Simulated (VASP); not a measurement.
# C (Im-3m) in VASP: further runs

The runs below take C through single point, with LDA.

Program: VASP 6.6.1. These are calculated values, not measurements. Logs are shortened: lines on timing, memory, paths and dates and some standing lists are left out, and cuts for length are marked.

## (1) The cell of the first run

The structure is cubic, space group Im-3m (No. 229). The conventional cell has a = 4.821 Å, b = 4.821 Å, c = 4.821 Å, α = 90.00°, β = 90.00°, γ = 90.00°. Within 1.9 Å of C (site symmetry 3m) lie 4 C at 1.46 to 1.57 Å.

## (2) Single point, LDA

INCAR

```
SYSTEM = C
PREC = Accurate
ENCUT = 910
EDIFF = 1E-6
ISMEAR = 0
SIGMA = 0.02
LREAL = .False.
LASPH = .True.
NELM = 120
ALGO = Normal
ISIF = 2
LWAVE = .False.
LCHARG = .False.
GGA = CA
NBANDS = 26
GGA_COMPAT = .False.
```

KPOINTS

```
Automatic mesh
0
Gamma
  8 8 8
  0 0 0
```

POSCAR

```
C
1.0
   -2.4103983070      2.4103983070      2.4103983070
    2.4103983070     -2.4103983070      2.4103983070
    2.4103983070      2.4103983070     -2.4103983070
C
8
Direct
    0.3254710870      0.0000000000      0.0000000000
    0.6745289130      0.6745289130      0.6745289130
    0.0000000000      0.3254710870      0.0000000000
    0.0000000000      0.0000000000      0.3254710870
    0.0000000000      0.6745289130      0.0000000000
    0.3254710870      0.3254710870      0.3254710870
    0.6745289130      0.0000000000      0.0000000000
    0.0000000000      0.0000000000      0.6745289130
```

Potentials or basis: VASP PAW LDA potentials, release 64 (C_h).

On the command line:

```sh
$ cat potpaw_LDA.64/C_h/POTCAR > POTCAR
$ mpirun -np 1 vasp_std > vasp.out
```

OUTCAR:

```text
SYSTEM = C
   PREC = Accurate
   ENCUT = 910
   EDIFF = 1E-6
   ISMEAR = 0
   LREAL = .False.
   LASPH = .True.
   NELM = 120
   ISIF = 2
   GGA = CA

 ion  position               nearest neighbor table
   1  0.325  0.000  0.000-   7 1.46
   2  0.675  0.675  0.675-   6 1.46
   3  0.000  0.325  0.000-   5 1.46
   4  0.000  0.000  0.325-   8 1.46
   5  0.000  0.675  0.000-   3 1.46
   6  0.325  0.325  0.325-   2 1.46
   7  0.675  0.000  0.000-   1 1.46
   8  0.000  0.000  0.675-   4 1.46

  LATTYP: Found a body centered cubic cell.
 ALAT       =     4.8207966140

  Lattice vectors:

 A1 = (  -2.4103983070,   2.4103983070,   2.4103983070)
 A2 = (   2.4103983070,  -2.4103983070,   2.4103983070)
 A3 = (   2.4103983070,   2.4103983070,  -2.4103983070)

Analysis of symmetry for initial positions (statically):
=====================================================================
 Subroutine PRICEL returns:
 Original cell was already a primitive cell.

 Routine SETGRP: Setting up the symmetry group for a
 body centered cubic supercell.

 Subroutine GETGRP returns: Found 48 space group operations
 (whereof 48 operations were pure point group operations)
 out of a pool of 48 trial point group operations.

The static configuration has the point symmetry O_h .

Analysis of symmetry for dynamics (positions and initial velocities):
=====================================================================
 Subroutine PRICEL returns:
 Original cell was already a primitive cell.

 Routine SETGRP: Setting up the symmetry group for a
 body centered cubic supercell.

 Subroutine GETGRP returns: Found 48 space group operations
 (whereof 48 operations were pure point group operations)
 out of a pool of 48 trial point group operations.

The dynamic configuration has the point symmetry O_h .

 Subroutine INISYM returns: Found 48 space group operations
 (whereof 48 operations are pure point group operations),
 and found     1 'primitive' translations

----------------------------------------------------------------------------------------

                                     Primitive cell

  volume of cell :      56.0178

  direct lattice vectors                    reciprocal lattice vectors
    -2.410398307  2.410398307  2.410398307     0.000000000  0.207434596  0.207434596
     2.410398307 -2.410398307  2.410398307     0.207434596  0.000000000  0.207434596
     2.410398307  2.410398307 -2.410398307     0.207434596  0.207434596  0.000000000

  length of vectors
     4.174932334  4.174932334  4.174932334     0.293356820  0.293356820  0.293356820

  position of ions in fractional coordinates (direct lattice)
     0.325471087  0.000000000  0.000000000
     0.674528913  0.674528913  0.674528913
     0.000000000  0.325471087  0.000000000
     0.000000000  0.000000000  0.325471087
     0.000000000  0.674528913  0.000000000
     0.325471087  0.325471087  0.325471087
     0.674528913  0.000000000  0.000000000
     0.000000000  0.000000000  0.674528913

  ion indices of the primitive-cell ions
   primitive index   ion index
                 1           1
                 2           2
                 3           3
                 4           4
                 5           5
                 6           6
                 7           7
                 8           8

----------------------------------------------------------------------------------------

 KPOINTS: Automatic mesh

Automatic generation of k-mesh.
 Grid dimensions read from file:
 generate k-points for:    8    8    8

 Generating k-lattice:

  Cartesian coordinates                     Fractional coordinates (reciprocal lattice)
     0.000000000  0.025929325  0.025929325     0.125000000  0.000000000  0.000000000
     0.025929325  0.000000000  0.025929325     0.000000000  0.125000000  0.000000000
     0.025929325  0.025929325  0.000000000     0.000000000  0.000000000  0.125000000

  Length of vectors
     0.036669602  0.036669602  0.036669602

  Shift w.r.t. Gamma in fractional coordinates (k-lattice)
     0.000000000  0.000000000  0.000000000

 Subroutine IBZKPT returns following result:
 ===========================================

 Found     29 irreducible k-points:

 Following reciprocal coordinates:
            Coordinates               Weight
  0.000000  0.000000  0.000000      1.000000
  0.125000  0.000000  0.000000     12.000000
  0.250000  0.000000  0.000000     12.000000
  0.375000  0.000000  0.000000     12.000000
  0.500000  0.000000  0.000000      6.000000
  0.125000  0.125000  0.000000     24.000000
[... 16 lines left out ...]
 -0.250000  0.250000  0.250000      6.000000
 -0.375000  0.375000  0.250000     24.000000
 [... further k-points ...]
   k-points           NKPTS =     29   k-points in BZ     NKDIM =     29   number of bands    NBANDS=     26
   number of dos      NEDOS =    301   number of ions     NIONS =      8
   total plane-waves  NPLWV =  74088
   dimension x,y,z NGX =    42 NGY =   42 NGZ =   42
   dimension x,y,z NGXF=    84 NGYF=   84 NGZF=   84
   ions per type =               8
   NGX,Y,Z   is equivalent  to a cutoff of  16.72, 16.72, 16.72 a.u.
   NGXF,Y,Z  is equivalent  to a cutoff of  33.45, 33.45, 33.45 a.u.
 SYSTEM =  C
   PREC   = accura    normal or accurate (medium, high low for compatibility)
   ISTART =      0    job   : 0-new  1-cont  2-samecut
   ICHARG =      2    charge: 1-file 2-atom 10-const
   ISPIN  =      1    spin polarized calculation?
   LNONCOLLINEAR =      F non collinear calculations
   LSORBIT =      F    spin-orbit coupling
   LASPH  =      T    aspherical Exc in radial PAW
   ENCUT  =  910.0 eV  66.88 Ry    8.18 a.u.  10.27 10.27 10.27*2*pi/ulx,y,z
   NELM   =    120;   NELMIN=  2; NELMDL= -5     # of ELM steps
   EDIFF  = 0.1E-05   stopping-criterion for ELM
   LREAL  =      F    real-space projection
   EDIFFG = 0.1E-04   stopping-criterion for IOM
   NSW    =      0    number of steps for IOM
   IBRION =     -1    ionic relax: 0-MD 1-quasi-New 2-CG
   NFREE  =      0    steps in history (QN), initial steepest desc. (CG)
   ISIF   =      2    stress and relaxation
   ISYM   =      2    0-nonsym 1-usesym 2-fastsym
   POTIM  = 0.5000    time-step for ionic-motion
   TEBEG  =    0.0;   TEEND  =   0.0 temperature during run
   PSTRESS=    0.0 pullay stress
   NELECT =      32.0000    total number of electrons
   NUPDOWN=      -1.0000    fix difference up-down
   EMIN   =  10.00;   EMAX   =-10.00  energy-range for DOS
   EFERMI =   0.00;   METHOD = LEGACY
   ISMEAR =     0;   SIGMA  =   0.02  broadening in eV -4-tet -1-fermi 0-gaus
   EFERMI_NEDOS =   21; number of points for ismear=-14 and -15
   IALGO  =     38    algorithm
   IMIX   =      4    mixing-type and parameters
     AMIX     =   0.40;   BMIX     =  1.00
     AMIX_MAG =   1.60;   BMIX_MAG =  1.00
  volume/ion in A,a.u.               =       7.00        47.25
  Fermi-wavevector in a.u.,A,eV,Ry     =   1.358364  2.566935 25.104810  1.845151
  Thomas-Fermi vector in A             =   2.485203
   LORBIT       =      0    0 simple, 1 ext, 2 COOP (PROOUT), +10 PAW based schemes
   GGA     = CA    functional components
   LHFCALC =     F    Hartree Fock is set to
   AEXX    =    0.0000 exact exchange contribution
   IVDW    =     0    specifies the selected vdW correction
   LEPSILON=     F    determine dielectric tensor
   LRPA    =     F    only Hartree local field effects (RPA)
 non-spin polarized calculation
 Gauss-broadening in eV      SIGMA  =   0.02
  energy-cutoff  :      910.00
  volume of cell :       56.02
 maximum number of plane-waves:      3512
 NGX is ok and might be reduce to    42
   NGX = 21   NGY = 21   NGZ = 21

 number of electron      32.0000001 magnetization

 Free energy of the ion-electron system (eV)
  ---------------------------------------------------
  ext. energy  EPLUGINS =         0.00000000
  ---------------------------------------------------
  free energy    TOTEN  =       -75.35510441 eV

  energy without entropy =      -75.35510441  energy(sigma->0) =      -75.35510441

 E-fermi :   7.9781     XC(G=0): -12.1346

 val. band max:        7.7976325822   @ k =   0.5000   0.5000   0.5000
 cond. band min:      10.8297157556   @ k =   0.1250   0.1250   0.1250
 fundamental gap:      3.0320831734
 Fermi energy:         7.9780669950

 k-point     1 :       0.0000    0.0000    0.0000
  band No.  band energies     occupation
      1     -13.2154      2.00000
      2      -4.9998      2.00000
      3      -4.9998      2.00000
      4      -4.9998      2.00000
      5      -3.9483      2.00000
      6      -3.9483      2.00000
[... 18 lines left out ...]
     25      19.4386      0.00000
     26      19.4392      0.00000

 k-point     2 :       0.1250    0.0000    0.0000
  band No.  band energies     occupation
      1     -13.1172      2.00000
      2      -6.0401      2.00000
      3      -5.5252      2.00000
      4      -4.9652      2.00000
      5      -4.0493      2.00000
      6      -3.9784      2.00000
[... 18 lines left out ...]
     25      19.2326      0.00000
     26      19.3982      0.00000

 k-point     3 :       0.2500    0.0000    0.0000
  band No.  band energies     occupation
      1     -12.8487      2.00000
      2      -7.3007      2.00000
      3      -6.1392      2.00000
      4      -4.8801      2.00000
      5      -4.2692      2.00000
      6      -4.0784      2.00000
[... 18 lines left out ...]
     25      19.1700      0.00000
     26      19.3416      0.00000

 k-point     4 :       0.3750    0.0000    0.0000
  band No.  band energies     occupation
      1     -12.5136      2.00000
      2      -8.2636      2.00000
      3      -6.5280      2.00000
      4      -4.7927      2.00000
      5      -4.4631      2.00000
      6      -4.1856      2.00000
[... 18 lines left out ...]
     25      19.2732      0.00000
     26      19.8769      0.00000
[... 496 lines left out ...]
      1     -12.2299      2.00000
      2      -7.5690      2.00000
      3      -7.5690      2.00000
      4      -7.5690      2.00000
      5      -2.4237      2.00000
      6      -1.1493      2.00000
[... 18 lines left out ...]
     25      19.0715      0.00000
     26      20.4558      0.00000

 k-point    23 :      -0.2500    0.2500    0.2500
  band No.  band energies     occupation
      1     -12.5042      2.00000
      2      -7.1901      2.00000
      3      -7.0167      2.00000
      4      -7.0167      2.00000
      5      -2.9540      2.00000
      6      -1.7049      2.00000
[... 18 lines left out ...]
     25      17.8889      0.00000
     26      18.0083      0.00000

 k-point    24 :      -0.3750    0.3750    0.2500
  band No.  band energies     occupation
      1     -12.1942      2.00000
      2      -7.9991      2.00000
      3      -7.3778      2.00000
      4      -6.9517      2.00000
      5      -2.8004      2.00000
      6      -1.5460      2.00000
[... 18 lines left out ...]
     25      17.9407      0.00000
     26      18.7120      0.00000

 [... further k-points ...]
[... 5 lines left out ...]
  --------------------------------------------------------------------------------------
  -------------------------------------------------------------------------------------
  Total        0.1760192      0.1760192      0.1760192      0.0000000      0.0000000      0.0000000
  in kB        5.0343579      5.0343579      5.0343579      0.0000000      0.0000000      0.0000000
  external PRESSURE =       5.0343579 kB  Pullay stress =       0.0000000 kB

 VOLUME and BASIS-vectors are now :
 -----------------------------------------------------------------------------
  energy-cutoff  :      910.00
  volume of cell :       56.02
      direct lattice vectors                 reciprocal lattice vectors
    -2.410398307  2.410398307  2.410398307     0.000000000  0.207434596  0.207434596
     2.410398307 -2.410398307  2.410398307     0.207434596  0.000000000  0.207434596
     2.410398307  2.410398307 -2.410398307     0.207434596  0.207434596  0.000000000

 POSITION                                       TOTAL-FORCE (eV/Angst)
 -----------------------------------------------------------------------------------
     -0.78451      0.78451      0.78451        -0.021239      0.021239      0.021239
      1.62588      1.62588      1.62588        -0.021239     -0.021239     -0.021239
      0.78451     -0.78451      0.78451         0.021239     -0.021239      0.021239
      0.78451      0.78451     -0.78451         0.021239      0.021239     -0.021239
      1.62588     -1.62588      1.62588        -0.021239      0.021239     -0.021239
      0.78451      0.78451      0.78451         0.021239      0.021239      0.021239
     -1.62588      1.62588      1.62588         0.021239     -0.021239     -0.021239
      1.62588      1.62588     -1.62588        -0.021239     -0.021239      0.021239
 -----------------------------------------------------------------------------------
    total drift:                               -0.000000     -0.000000      0.000000

  FREE ENERGIE OF THE ION-ELECTRON SYSTEM (eV)
  ---------------------------------------------------
  free  energy   TOTEN  =       -75.3551044109 eV

  energy  without entropy=      -75.3551044109  energy(sigma->0) =      -75.35510441
```

It took 66 s on 1 thread of Intel Xeon 6975P-C (Granite Rapids), shared host; peak memory 0.22 GiB.

What came out:

| Quantity | Value |
| --- | --- |
| Free energy | -75.3551 eV |
| Pressure | 0.5 GPa |
| Largest force | 0.037 eV/Å |
| Band gap on the k mesh | 3.03 eV, indirect (least direct gap 3.82 eV) |

Forces on the atoms (eV/Å):
```
C   -0.021  0.021  0.021
C   -0.021 -0.021 -0.021
C    0.021 -0.021  0.021
C    0.021  0.021 -0.021
C   -0.021  0.021 -0.021
C    0.021  0.021  0.021
C    0.021 -0.021 -0.021
C   -0.021 -0.021  0.021
```

Caveat: the cutoff is under 1.25 times the usual one of these potentials, so pressure, stress and relaxed cells hold a basis-set (Pulay) error.

## (3) Single point, LDA

INCAR

```
PREC     = Accurate       # precision mode
ENCUT    = 910            # plane-wave cutoff, eV
EDIFF    = 1E-6           # SCF threshold, eV
ISMEAR   = 0              # smearing method
SIGMA    = 0.05           # smearing width, eV
LREAL    = F              # projectors in reciprocal space
LASPH    = T              # aspherical terms in the spheres
NELM     = 120            # most SCF steps
ALGO     = Normal         # electronic algorithm
ISIF     = 2              # what is computed and relaxed
LWAVE    = F              # write WAVECAR
LCHARG   = F              # write CHGCAR
NBANDS   = 26             # bands
GGA_COMPAT= F
```

KPOINTS

```
Automatic mesh
0
Gamma
  8 8 8
```

POSCAR is that of step 2.

Potentials or basis: VASP PAW LDA potentials, release 64 (C_h).

On the command line:

```sh
$ cat potpaw_LDA.64/C_h/POTCAR > POTCAR
$ mpirun -np 1 vasp_std > vasp.out
```

Run time: 54 s. Hardware: 1 thread of AMD EPYC 9R45 (Zen 5), shared host; peak memory 0.2 GiB.

The run converged. Its results:

- Free energy: -75.3551 eV
- Pressure: 0.5 GPa
- Largest force: 0.037 eV/Å
- Band gap on the k mesh: 3.03 eV, indirect (least direct gap 3.82 eV)

Forces on the atoms (eV/Å):
```
C   -0.021  0.021  0.021
C   -0.021 -0.021 -0.021
C    0.021 -0.021  0.021
C    0.021  0.021 -0.021
C   -0.021  0.021 -0.021
C    0.021  0.021  0.021
C    0.021 -0.021 -0.021
C   -0.021 -0.021  0.021
```

Levels at points of the mesh, in eV from the valence-band top:
```csv
k point,band 13,band 14,band 15,band 16,band 17,band 18,band 19,band 20
"(0.00, 0.00, 0.00)",-5.35,-0.33,-0.33,-0.33,4.10,4.10,4.10,7.86
"(0.50, 0.00, 0.00)",-3.16,-3.09,-2.36,-2.17,3.88,5.51,5.82,6.42
"(0.50, 0.50, 0.50)",-6.11,0.00,0.00,0.00,3.82,5.88,5.88,5.88
```

Caveat: the cutoff is under 1.25 times the usual one of these potentials, so pressure, stress and relaxed cells hold a basis-set (Pulay) error.
